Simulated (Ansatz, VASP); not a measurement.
# BeS: VASP beside Ansatz

POSCAR

```
BeS
1.0
    0.0000000000      2.4343066366      2.4343066366
    2.4343066366      0.0000000000      2.4343066366
    2.4343066366      2.4343066366      0.0000000000
Be S
1 1
Direct
    0.0000000000      0.0000000000      0.0000000000
    0.2500000000      0.2500000000      0.2500000000
```

INCAR.step1

```
PREC     = Accurate       # precision mode
ENCUT    = 520            # plane-wave cutoff, eV
EDIFF    = 1E-5           # SCF threshold, eV
ISMEAR   = 0              # smearing method
SIGMA    = 0.01           # smearing width, eV
LREAL    = False          # projectors in reciprocal space
LASPH    = True           # aspherical terms in the spheres
NELM     = 120            # most SCF steps
ALGO     = Normal         # electronic algorithm
ISIF     = 2              # what is computed and relaxed
LWAVE    = True           # write WAVECAR
LCHARG   = False          # write CHGCAR
GGA      = PE             # functional
NBANDS   = 11             # bands
GGA_COMPAT= False
```

INCAR.step2

```
PREC     = Accurate       # precision mode
ENCUT    = 520            # plane-wave cutoff, eV
EDIFF    = 1E-6           # SCF threshold, eV
ISMEAR   = 0              # smearing method
SIGMA    = 0.01           # smearing width, eV
LREAL    = False          # projectors in reciprocal space
LASPH    = True           # aspherical terms in the spheres
NELM     = 120            # most SCF steps
ALGO     = Normal         # electronic algorithm
ISIF     = 2              # what is computed and relaxed
LWAVE    = False          # write WAVECAR
LCHARG   = False          # write CHGCAR
GGA      = PE             # functional
LHFCALC  = True           # exact exchange
AEXX     = 0.75           # exact-exchange fraction
PRECFOCK = Normal       
ISTART   = 1            
NBANDS   = 11             # bands
GGA_COMPAT= False
```

Contents of KPOINTS:

```
regular mesh
0
Gamma
  4 4 4
```

Input for Ansatz:

```yaml
crystal:
  lattice:
    - [0.0, 2.4343066366, 2.4343066366]
    - [2.4343066366, 0.0, 2.4343066366]
    - [2.4343066366, 2.4343066366, 0.0]
  atoms:
    - { symbol: Be, position: [0.0, 0.0, 0.0] }
    - { symbol: S, position: [0.25, 0.25, 0.25] }
kpoints:
  mp_grid: { grid: [4, 4, 4] }
hamiltonian:
  xc: { exchange: pbe, correlation: pbe, exx: { coeff: 0.75 } }
scf:
  occupations: { method: fixed }
  n_extra_bands: 4
output:
  forces: true
  stress: true
  eigenvalues: true
```

Alike in both runs: task single point; functional PBE-based global hybrid; k mesh 4 × 4 × 4; no spin polarisation.

|  | VASP | Ansatz |
| --- | --- | --- |
| version | VASP 6.6.1 | Ansatz 0.2.0 |
| potentials or method | VASP PAW PBE potentials, release 64 (Be, S) | plane waves |
| plane-wave cutoff (eV) | 520 | 420 |
| occupations | gaussian, width 0.01 eV | fixed |
| valence electrons in the cell | 8 | 8 |

|  | VASP | Ansatz | Ansatz less VASP |
| --- | --- | --- | --- |
| gap on the k mesh at the Fermi level (eV) | 8.40 | 8.33 | -0.076 |
| pressure (GPa) | -3.8 | -3.0 | +0.74 |

VASP's potentials were made for PBE, not for PBE-based global hybrid. Ansatz's warnings: stress exchange threshold loose, stress scf threshold loose.

The k mesh is coarse, so the values compare programs but aren't converged.
